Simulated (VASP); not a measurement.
# GaS2 (P-3m1) in VASP: notebook, part 3 of 3

VASP 6.6.1. The steps go on from the part before.

### Step 5. Single point, PBE

This run uses another cell than the first one, of 23.37 Å³/atom.

INCAR

```
SYSTEM = GaS2
PREC = Accurate ; ENCUT = 520
EDIFF = 1E-6 ; ISMEAR = 0
SIGMA = 0.1 ; LREAL = .FALSE.
LASPH = .TRUE. ; NELM = 60
ALGO = Normal ; ISIF = 2
LWAVE = .FALSE. ; LCHARG = .FALSE.
GGA = PE ; NBANDS = 20
```

KPOINTS

```
regular mesh
0
G
  18 18 8
  0 0 0
```

POSCAR

```
GaS2
1.0
    3.3509224464      0.0000000000      0.0000000000
   -1.6754612232      2.9019839647      0.0000000000
    0.0000000000      0.0000000000      7.2089415079
Ga S
1 2
Direct
    0.0000000000      0.0000000000      0.0000000000
    0.3333333333      0.6666666667      0.2083157486
    0.6666666667      0.3333333333      0.7916842514
```

Potentials or basis: VASP PAW PBE potentials, release 64 (Ga_d, S).

On the command line:

```bash
$ cat potpaw_PBE.64/Ga_d/POTCAR potpaw_PBE.64/S/POTCAR > POTCAR
$ mpirun -np 1 vasp_std > vasp.out
```

OUTCAR:

```text
SYSTEM = GaS2
   PREC = Accurate
   ENCUT = 520
   EDIFF = 1E-6
   ISMEAR = 0
   LREAL = .FALSE.
   LASPH = .TRUE.
   NELM = 60
   ISIF = 2
   GGA = PE

 ion  position               nearest neighbor table
   1  0.000  0.000  0.000-   2 2.45   3 2.45   3 2.45   2 2.45   3 2.45   2 2.45
   2  0.333  0.667  0.208-   1 2.45   1 2.45   1 2.45
   3  0.667  0.333  0.792-   1 2.45   1 2.45   1 2.45

  LATTYP: Found a hexagonal cell.
 ALAT       =     3.3509224464
 C/A-ratio  =     2.1513304540

  Lattice vectors:

 A1 = (   3.3509224464,   0.0000000000,   0.0000000000)
 A2 = (  -1.6754612232,   2.9019839647,   0.0000000000)
 A3 = (   0.0000000000,   0.0000000000,   7.2089415079)

Analysis of symmetry for initial positions (statically):
=====================================================================
 Subroutine PRICEL returns:
 Original cell was already a primitive cell.

 Routine SETGRP: Setting up the symmetry group for a
 hexagonal supercell.

 Subroutine GETGRP returns: Found 12 space group operations
 (whereof 12 operations were pure point group operations)
 out of a pool of 24 trial point group operations.

The static configuration has the point symmetry D_3d.
[... 163 lines left out ...]

 E-fermi :   2.0805     XC(G=0):  -8.8192

 val. band max:        2.0800365544   @ k =   0.3333   0.0556   0.1250
 cond. band min:       2.0817729014   @ k =   0.1111   0.0000   0.1250
 fundamental gap:      0.0017363470
 Fermi energy:         2.0804747956

 k-point     1 :       0.0000    0.0000    0.0000
  band No.  band energies     occupation
      1     -11.9880      2.00000
      2     -11.9880      2.00000
      3     -11.9414      2.00000
      4     -11.8855      2.00000
      5     -11.8855      2.00000
      6     -11.7506      2.00000
[... 541 lines left out ...]
     19      11.6530      0.00000
     20      12.9155      0.00000

 [... further k-points ...]

------------------------ aborting loop because EDIFF is reached ----------------------------------------

  FORCE on cell =-STRESS in cart. coord.  units (eV):
  Direction    XX          YY          ZZ          XY          YZ          ZX
  --------------------------------------------------------------------------------------
  -------------------------------------------------------------------------------------
  Total       -0.0097207     -0.0097207     -0.0005327      0.0000000      0.0000000      0.0000000
  in kB       -0.2221651     -0.2221651     -0.0121745      0.0000000      0.0000000      0.0000000
  external PRESSURE =      -0.1521682 kB  Pullay stress =       0.0000000 kB

 VOLUME and BASIS-vectors are now :
 -----------------------------------------------------------------------------
  energy-cutoff  :      520.00
  volume of cell :       70.10
      direct lattice vectors                 reciprocal lattice vectors
     3.350922446  0.000000000  0.000000000     0.298425289  0.172295921  0.000000000
    -1.675461223  2.901983965  0.000000000     0.000000000  0.344591842  0.000000000
     0.000000000  0.000000000  7.208941508     0.000000000  0.000000000  0.138716620

 POSITION                                       TOTAL-FORCE (eV/Angst)
 -----------------------------------------------------------------------------------
      0.00000      0.00000      0.00000        -0.000000     -0.000000      0.000000
     -0.00000      1.93466      1.50174         0.000000     -0.000000      0.002059
      1.67546      0.96733      5.70721        -0.000000      0.000000     -0.002059
 -----------------------------------------------------------------------------------
    total drift:                               -0.000000      0.000000      0.000000

  FREE ENERGIE OF THE ION-ELECTRON SYSTEM (eV)
  ---------------------------------------------------
  free  energy   TOTEN  =       -11.5901501464 eV

  energy  without entropy=      -11.5768461941  energy(sigma->0) =      -11.58349817
```

stdout:

```text
POSCAR found type information on POSCAR GaS
 POSCAR found :  2 types and       3 ions
 scaLAPACK will be used
 LDA part: xc-table for (Slater+PW92), standard interpolation
 POSCAR, INCAR and KPOINTS ok, starting setup
 FFT: planning ... GRIDC
 FFT: planning ... GRID_SOFT
 FFT: planning ... GRID
 WAVECAR not read
 entering main loop
```

Run time: 2.7 min. Hardware: 1 thread of Intel Xeon 6975P-C (Granite Rapids), shared host; peak memory 0.45 GiB.

What came out:

```yaml
Free_energy: -11.5902 eV
Pressure: 0.0 GPa
Band_gap_on_the_k_mesh: zero (an odd number of electrons rules out a gap without spin polarisation)
```

Forces on the atoms (eV/Å):
```
Ga   0.000  0.000  0.000
S    0.000  0.000  0.002
S    0.000  0.000 -0.002
```

Levels at points of the mesh, in eV from the Fermi level:
```
           k point  band 9  band 10  band 11  band 12  band 13  band 14  band 15  band 16  band 17  band 18
(0.00, 0.00, 0.00)   -1.03     0.41     0.41     0.58     0.58     3.78     5.91     7.19     7.19     7.62
(0.50, 0.00, 0.00)   -4.61    -2.26    -1.51    -0.73     0.01     2.35     5.79     6.47     6.79     7.71
(0.00, 0.00, 0.50)   -1.60     0.41     0.41     0.58     0.58     4.67     5.91     7.17     7.17     7.67
(0.50, 0.00, 0.50)   -4.66    -2.11    -1.50    -0.68    -0.01     2.22     5.72     6.13     6.44     7.84
```

Caveat: this functional lacks dispersion, which binds the layers, so the pressure and a relaxed spacing across them are unreliable.

### Step 6. Single point, PBE

This run uses another cell than the first one, of 23.37 Å³/atom.

INCAR

```
PREC     = Accurate       # precision mode
ENCUT    = 520            # plane-wave cutoff, eV
EDIFF    = 1E-6           # SCF threshold, eV
ISMEAR   = 0              # smearing method
SIGMA    = 0.1            # smearing width, eV
LREAL    = F              # projectors in reciprocal space
LASPH    = T              # aspherical terms in the spheres
NELM     = 100            # most SCF steps
ALGO     = Normal         # electronic algorithm
ISIF     = 2              # what is computed and relaxed
LWAVE    = F              # write WAVECAR
LCHARG   = F              # write CHGCAR
GGA      = PE             # functional
NBANDS   = 20             # bands
```

KPOINTS

```
Automatic mesh
0
Gamma
  18 18 8
```

POSCAR is that of step 5.

Potentials or basis: VASP PAW PBE potentials, release 64 (Ga_d, S).

On the command line:

```bash
$ cat potpaw_PBE.64/Ga_d/POTCAR potpaw_PBE.64/S/POTCAR > POTCAR
$ mpirun -np 1 vasp_std > vasp.out
```

Wall time 2.6 min (1 thread of Intel Xeon 6975P-C (Granite Rapids), shared host); peak memory 0.44 GiB.

The run converged. Its results:

* Free energy: -11.5902 eV
* Pressure: 0.0 GPa
* Band gap on the k mesh: zero (an odd number of electrons rules out a gap without spin polarisation)

Forces on the atoms (eV/Å):
```
Ga   0.000  0.000  0.000
S    0.000  0.000  0.002
S    0.000  0.000 -0.002
```

Levels at points of the mesh, in eV from the Fermi level:
```tsv
k point	band 11	band 12	band 13	band 14	band 15	band 16
(0.00, 0.00, 0.00)	0.41	0.58	0.58	3.78	5.91	7.19
(0.50, 0.00, 0.00)	-1.51	-0.73	0.01	2.35	5.79	6.47
(0.00, 0.00, 0.50)	0.41	0.58	0.58	4.67	5.91	7.17
(0.50, 0.00, 0.50)	-1.50	-0.68	-0.01	2.22	5.72	6.13
```

Caveat: this functional lacks dispersion, which binds the layers, so the pressure and a relaxed spacing across them are unreliable.

### Step 7. Overview

| task | cell | k mesh | cutoff (eV) | gap on the mesh (eV) | pressure (GPa) | largest force (eV/Å) |
| --- | --- | --- | --- | --- | --- | --- |
| single point | a = 3.280, b = 3.280, c = 5.997 Å, angles 90.0, 90.0, 120.0°, 3 atoms, atomic positions A | 6 × 6 × 4 | 520 | none | 4.5 | 0.04 |
| single point | a = 3.354, b = 3.354, c = 6.781 Å, angles 90.0, 90.0, 120.0°, 3 atoms, atomic positions B | 6 × 6 × 4 | 520 | none | 0.1 | - |
| relaxation of cell and atoms | relaxed from a = 3.280, b = 3.280, c = 5.997 Å, angles 90.0, 90.0, 120.0°, 3 atoms, atomic positions A | 6 × 6 × 4 | 600 | none | -0.1 | 0.01 |
| single point | a = 3.351, b = 3.351, c = 7.209 Å, angles 90.0, 90.0, 120.0°, 3 atoms, atomic positions C | 18 × 18 × 8 | 520 | none | 0.0 | - |

Alike in all rows: level PBE; potentials or basis VASP PAW PBE potentials, release 64 (Ga_d, S); no spin polarisation; smearing gaussian 0.1 eV.

Caveats: some runs use coarse meshes; this functional lacks dispersion, which binds the layers, so the pressure and a relaxed spacing across them are unreliable; the volume moved by over 15 % at a fixed basis, so the end points are rough (at least some runs).

Total energies depend on the potentials used, so only differences within one code and one set of settings carry meaning.
